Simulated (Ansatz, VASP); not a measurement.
# Two plane-wave programs on YPtS2

INCAR

```
  ALGO = Normal
  EDIFF = 1E-6
  ENCUT = 520
  GGA = PE
  ISIF = 2
  ISMEAR = 0
  LASPH = True
  LCHARG = False
  LREAL = False
  LWAVE = False
  NBANDS = 24
  NELM = 80
  PREC = Accurate
  SIGMA = 0.1
```

Contents of KPOINTS:

```
k-points
0
Gamma
  6 6 4
```

POSCAR

```
YPtS2
1.0
    3.5369881100      0.0000000000      0.0000000000
   -1.7684940600      3.0631215600      0.0000000000
    0.0000000000      0.0000000000      6.9324967000
Y Pt S
1 1 2
Direct
    0.0000000000      0.0000000000      0.5000000000
    0.0000000000      0.0000000000      0.0000000000
    0.3333333300      0.6666666700      0.2500000000
    0.3333333300      0.6666666700      0.7500000000
```

Input for Ansatz:

```yaml
crystal:
  lattice:
    - [3.53698811, 0.0, 0.0]
    - [-1.76849406, 3.06312156, 0.0]
    - [0.0, 0.0, 6.9324967]
  atoms:
    - { symbol: "Y", position: [0.0, 0.0, 0.5] }
    - { symbol: Pt, position: [0.0, 0.0, 0.0] }
    - { symbol: S, position: [0.33333333, 0.66666667, 0.25] }
    - { symbol: S, position: [0.33333333, 0.66666667, 0.75] }
basis:
  ecutwfc: 420
kpoints:
  mp_grid: { grid: [6, 6, 4] }
hamiltonian:
  xc: pbe
scf:
  occupations: { method: gaussian, width: 0.1 }
  lower_state_search: "off"
output:
  forces: true
  stress: true
  eigenvalues: true
```

Alike in both runs: task single point; functional PBE; k mesh 6 × 6 × 4; occupations gaussian, width 0.1 eV; no spin polarisation.

|  | VASP | Ansatz |
| --- | --- | --- |
| version | VASP 6.6.1 | Ansatz 0.2.0 |
| potentials or method | VASP PAW PBE potentials, release 64 (Y_sv, Pt, S), cutoff 520 eV | scalar-relativistic, plane waves, PAW |
| valence electrons in the cell | 33 | 41 |

VASP gave:

```
gap on the k mesh at the Fermi level (eV)                     : none
pressure (GPa)                                                : 2.9
traceless stress, the component that is largest in VASP (GPa) : -8.91
rms of the force components (eV/Å)                            : 0.239
```

Task: Estimate Ansatz's values.

Result: gap on the k mesh at the Fermi level (eV): none; pressure (GPa): 3.0; traceless stress, the component that is largest in VASP (GPa): -8.90; rms of the force components (eV/Å): 0.238.

Atom by atom the forces differ by 0.001 eV/Å (rms over components). A gap of «none» marks a metal or a gap that the smearing closes. The functional is the same, so the differences come from potentials, cutoffs and numerics. VASP's potentials hold 33 valence electrons a cell and Ansatz's 41, so a difference there can come from the potentials and not from the codes.

Neither program's run includes spin-orbit coupling.
